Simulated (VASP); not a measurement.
# Ag (P6_3/mmc) in VASP: a series of runs, part 2 of 2

VASP 6.6.1. The steps go on from the part before.

## 3. Single point, PBE

This run uses another cell than the first one, of 17.97 Å³/atom, 1.004 times its volume.

Contents of INCAR:

```
PREC = Accurate
ENCUT = 520
EDIFF = 1E-7
ISMEAR = 0
SIGMA = 0.05
LREAL = F
LASPH = T
NELM = 100
ALGO = Normal
ISIF = 2
LWAVE = F
LCHARG = F
GGA = PE
NBANDS = 18
```

Contents of KPOINTS:

```
Automatic mesh
0
Gamma
  8 8 4
```

Contents of POSCAR:

```
Ag
1.0
    2.9530682744      0.0000000000      0.0000000000
   -1.4765341372      2.5574321447      0.0000000000
    0.0000000000      0.0000000000      4.7592285506
Ag
2
Direct
    0.3333333333      0.6666666667      0.7500000000
    0.6666666667      0.3333333333      0.2500000000
```

Potentials or basis: VASP PAW PBE potentials, release 64 (Ag).

On the command line:

```console
$ cat potpaw_PBE.64/Ag/POTCAR > POTCAR
$ mpirun -np 1 vasp_std > vasp.out
```

It took 8.1 s on 1 thread of Intel Xeon Platinum 8488C (Sapphire Rapids), shared host; peak memory 0.15 GiB.

Results (log left out):

```yaml
Free_energy: -5.4037 eV
Pressure: -0.1 GPa
Band_gap_on_the_k_mesh: zero (band 11 reaches 10.76 eV, above the bottom of band 12 at 4.36 eV)
```

Stress tensor (GPa, compression positive):
```
-0.09  0.00  0.00
 0.00 -0.09  0.00
 0.00  0.00 -0.20
```

Levels at points of the mesh, in eV from the Fermi level:
| k point | band 8 | band 9 | band 10 | band 11 | band 12 | band 13 | band 14 | band 15 |
| --- | --- | --- | --- | --- | --- | --- | --- | --- |
| (0.00, 0.00, 0.00) | -3.85 | -3.85 | -2.88 | -2.88 | 0.03 | 3.68 | 15.59 | 17.64 |
| (0.50, 0.00, 0.00) | -2.79 | -2.69 | -2.65 | 0.28 | 1.56 | 6.93 | 7.18 | 9.21 |
| (0.00, 0.00, 0.50) | -4.14 | -3.17 | -3.17 | -3.17 | -3.17 | 11.23 | 11.23 | 15.93 |
| (0.50, 0.00, 0.50) | -2.92 | -2.70 | -2.70 | 1.00 | 1.00 | 4.46 | 4.46 | 13.30 |

## 4. Relaxation of cell and atoms, PBE

This run uses another cell than the first one, of 17.10 Å³/atom, 0.956 times its volume.

Contents of INCAR:

```
SYSTEM = Ag
PREC = Accurate
ENCUT = 600
EDIFF = 1E-6
ISMEAR = 0
SIGMA = 0.05
LREAL = .FALSE.
LASPH = .TRUE.
NELM = 100
ALGO = Normal
ISIF = 3
LWAVE = .FALSE.
LCHARG = .FALSE.
GGA = PE
IBRION = 2
NSW = 80
EDIFFG = -0.03
```

Contents of KPOINTS:

```
Automatic mesh
0
G
  8 8 4
  0 0 0
```

Contents of POSCAR:

```
Ag
1.0
    2.8918669462      0.0000000000      0.0000000000
   -1.4459334731      2.5044302398      0.0000000000
    0.0000000000      0.0000000000      4.7233826788
Ag
2
Direct
    0.3333333333      0.6666666667      0.7500000000
    0.6666666667      0.3333333333      0.2500000000
```

On the command line:

```console
$ cat potpaw_PBE.64/Ag/POTCAR > POTCAR
$ mpirun -np 1 vasp_std > vasp.out
```

Wall time 24 s (1 thread of Intel Xeon Platinum 8488C (Sapphire Rapids), shared host); peak memory 0.17 GiB.

It converged, with:

```
Free energy                            : -5.4019 eV
Relaxed volume                         : 17.91 Å³/atom
Relaxed cell                           : a = 2.944 Å, b = 2.944 Å, c = 4.772 Å, α = 90.00°, β = 90.00°, γ = 120.00°
Space group after relaxing (to 0.05 Å) : P6_3/mmc (No. 194)
Energy gained by relaxing              : 12.1 meV/atom
Ionic steps                            : 5
Pressure after relaxing                : 0.1 GPa
Band gap on the k mesh                 : zero (band 11 reaches 10.83 eV, above the bottom of band 12 at 4.40 eV)
```

Stress tensor (GPa, compression positive):
```
 0.21  0.00  0.00
 0.00  0.21  0.00
 0.00  0.00 -0.14
```

Step by step:
| step | energy change (eV) | largest force (eV/Å) | pressure (GPa) | volume (Å³) |
| --- | --- | --- | --- | --- |
| 1 | 0.0000 | 0.0000 | 4.83 | 34.21 |
| 2 | -0.0172 | 0.0000 | -2.21 | 36.83 |
| 3 | -0.0240 | 0.0000 | -0.05 | 35.87 |
| 4 | -0.0240 | 0.0000 | 0.00 | 35.83 |
| 5 | -0.0243 | 0.0000 | 0.09 | 35.82 |

Final structure:
```xyz
2
Lattice="2.9442 0.0000 0.0000 -1.4721 2.5498 0.0000 0.0000 0.0000 4.7717" Properties=species:S:1:pos:R:3 pbc="T T T"
Ag    0.0000    1.6998    3.5788
Ag    1.4721    0.8499    1.1929
```

Levels at points of the mesh, in eV from the Fermi level:
```csv
k point,band 7,band 8,band 9,band 10,band 11,band 12,band 13,band 14,band 15
"(0.00, 0.00, 0.00)",-4.14,-3.85,-3.85,-2.90,-2.90,-0.03,3.61,15.63,17.70
"(0.50, 0.00, 0.00)",-3.53,-2.79,-2.71,-2.66,0.28,1.58,6.90,7.15,9.19
"(0.00, 0.00, 0.50)",-4.17,-4.17,-3.19,-3.19,-3.19,-3.19,11.12,11.12,15.97
"(0.50, 0.00, 0.50)",-2.93,-2.93,-2.71,-2.71,0.99,0.99,4.48,4.48,13.35
```

## 5. Single point, PBE, non-collinear spin, zero start, spin-orbit coupling

Contents of INCAR:

```
PREC = Accurate
ENCUT = 520
EDIFF = 1E-6
ISMEAR = 0
SIGMA = 0.05
LREAL = F
LASPH = T
NELM = 150
ALGO = Normal
ISIF = 2
LWAVE = F
LCHARG = F
LNONCOLLINEAR = T
MAGMOM = 0 0 0 0 0 0
LORBIT = 11
LSORBIT = T
GGA_COMPAT = F
LORBMOM = T
LMAXMIX = 4
GGA = PE
NBANDS = 34
```

Contents of KPOINTS:

```
Automatic mesh
0
Gamma
  16 16 10
```

Contents of POSCAR:

```
Ag
1.0
    2.9377408947      0.0000000000      0.0000000000
   -1.4688704473      2.5441582445      0.0000000000
    0.0000000000      0.0000000000      4.7897836555
Ag
2
Direct
    0.3333333333      0.6666666667      0.7500000000
    0.6666666667      0.3333333333      0.2500000000
```

Potentials or basis: VASP PAW PBE potentials, release 64 (Ag).

On the command line:

```console
$ cat potpaw_PBE.64/Ag/POTCAR > POTCAR
$ mpirun -np 1 vasp_ncl > vasp.out
```

OUTCAR:

```text
PREC = Accurate
   ENCUT = 520
   EDIFF = 1E-6
   ISMEAR = 0
   LREAL = F
   LASPH = T
   NELM = 150
   ISIF = 2
   LNONCOLLINEAR = T
   LORBIT = 11
   LSORBIT = T
   GGA = PE

 ion  position               nearest neighbor table
   1  0.333  0.667  0.750-   2 2.93   2 2.93   2 2.93   2 2.93   2 2.93   2 2.93
   2  0.667  0.333  0.250-   1 2.93   1 2.93   1 2.93   1 2.93   1 2.93   1 2.93

  LATTYP: Found a hexagonal cell.
 ALAT       =     2.9377408947
 C/A-ratio  =     1.6304309424

  Lattice vectors:

 A1 = (   2.9377408947,   0.0000000000,   0.0000000000)
[... 1186 lines left out ...]
    -0.0056202    -0.0013775     0.0000000    -0.0013775     0.0000000
 l=   3
     0.0000000     0.0000000     0.0000000     0.0000000     0.0000000     0.0000000     0.0000000
     0.0000000     0.0000000     0.0000000     0.0000000     0.0000000     0.0000000     0.0000000
     0.0000000     0.0000000     0.0000000     0.0000000     0.0000000     0.0000000     0.0000000
     0.0000000     0.0000000     0.0000000     0.0000000     0.0000000     0.0000000     0.0000000
     0.0000000     0.0000000     0.0000000     0.0000000     0.0000000     0.0000000     0.0000000
     0.0000000     0.0000000     0.0000000     0.0000000     0.0000000     0.0000000     0.0000000
     0.0000000     0.0000000     0.0000000     0.0000000     0.0000000     0.0000000     0.0000000

 total charge

# of ion       s       p       d       tot
------------------------------------------
    1        0.408   0.268   9.158   9.835
    2        0.408   0.268   9.158   9.835
--------------------------------------------------
tot          0.817   0.536  18.317  19.669

 magnetization (x)

# of ion       s       p       d       tot
------------------------------------------
    1        0.000  -0.000   0.000  -0.000
    2        0.000  -0.000   0.000  -0.000
--------------------------------------------------
tot          0.000  -0.000   0.000  -0.000

 magnetization (y)

# of ion       s       p       d       tot
------------------------------------------
    1        0.000   0.000  -0.000  -0.000
    2        0.000  -0.000   0.000  -0.000
--------------------------------------------------
tot          0.000   0.000  -0.000  -0.000

 magnetization (z)

# of ion       s       p       d       tot
------------------------------------------
    1        0.000   0.000   0.000   0.000
    2        0.000   0.000   0.000   0.000
--------------------------------------------------
tot          0.000   0.000   0.000   0.000
```

OSZICAR:

```text
N       E                     dE             d eps       ncg     rms          rms(c)
DAV:   1     0.148937340688E+03    0.14894E+03   -0.11278E+04 12240   0.129E+03
DAV:   2    -0.219727059412E+01   -0.15113E+03   -0.14137E+03 12876   0.307E+02
DAV:   3    -0.594104968760E+01   -0.37438E+01   -0.37184E+01 14116   0.542E+01
DAV:   4    -0.595728253513E+01   -0.16233E-01   -0.16228E-01 13442   0.338E+00
DAV:   5    -0.595742696541E+01   -0.14443E-03   -0.14443E-03 13682   0.346E-01    0.667E+00
DAV:   6    -0.549671586147E+01    0.46071E+00   -0.12113E+00 13344   0.122E+01    0.443E+00
DAV:   7    -0.548434860740E+01    0.12367E-01   -0.15978E-02 13192   0.113E+00    0.253E+00
DAV:   8    -0.547946740856E+01    0.48812E-02   -0.10769E-03 13158   0.286E-01    0.454E-01
DAV:   9    -0.547948518004E+01   -0.17771E-04   -0.16903E-05 13942   0.275E-02    0.439E-02
DAV:  10    -0.547950016801E+01   -0.14988E-04   -0.61149E-06 13492   0.267E-02    0.311E-02
DAV:  11    -0.547950491432E+01   -0.47463E-05   -0.29036E-06 13226   0.163E-02    0.101E-03
DAV:  12    -0.547950479163E+01    0.12269E-06   -0.15584E-08  6766   0.105E-03
   1 F= -.54795048E+01 E0= -.54789640E+01  d E =-.108154E-02  mag=     0.0000    -0.0000    -0.0000
```

stdout:

```text
POSCAR found type information on POSCAR Ag
 POSCAR found :  1 types and       2 ions
 scaLAPACK will be used
 LDA part: xc-table for (Slater+PW92), standard interpolation
 POSCAR, INCAR and KPOINTS ok, starting setup
 FFT: planning ... GRIDC
 FFT: planning ... GRID_SOFT
 FFT: planning ... GRID
 WAVECAR not read
 entering main loop
```

Run time: 2.1 min. Hardware: 1 thread of Intel Xeon 6975P-C (Granite Rapids), shared host; peak memory 0.44 GiB.

What came out:

* Free energy: -5.4795 eV
* Pressure: -0.2 GPa
* Net moment: 0.00 μB per cell
* Valence electrons inside the program's atomic spheres: Ag 9.84

Moments on the atoms (μB; x, y, z):
```
Ag  0.00 0.00 0.00
Ag  0.00 0.00 0.00
```

## 6. The runs side by side

```tsv
task	spin	cell	k mesh	cutoff (eV)	gap on the mesh (eV)	pressure (GPa)
single point	non-collinear, zero start, SOC	a = 2.938, b = 2.938, c = 4.790 Å, angles 90.0, 90.0, 120.0°, 2 atoms	16 × 16 × 10	520	-	-0.2
single point	off	a = 2.953, b = 2.953, c = 4.759 Å, angles 90.0, 90.0, 120.0°, 2 atoms	8 × 8 × 4	520	none	-0.1
relaxation of cell and atoms	off	relaxed from a = 2.892, b = 2.892, c = 4.723 Å, angles 90.0, 90.0, 120.0°, 2 atoms	8 × 8 × 4	600	none	0.1
```

Alike in all rows: level PBE; potentials or basis VASP PAW PBE potentials, release 64 (Ag); smearing gaussian 0.05 eV.

Absolute energies hang on the potentials; compare differences alone.
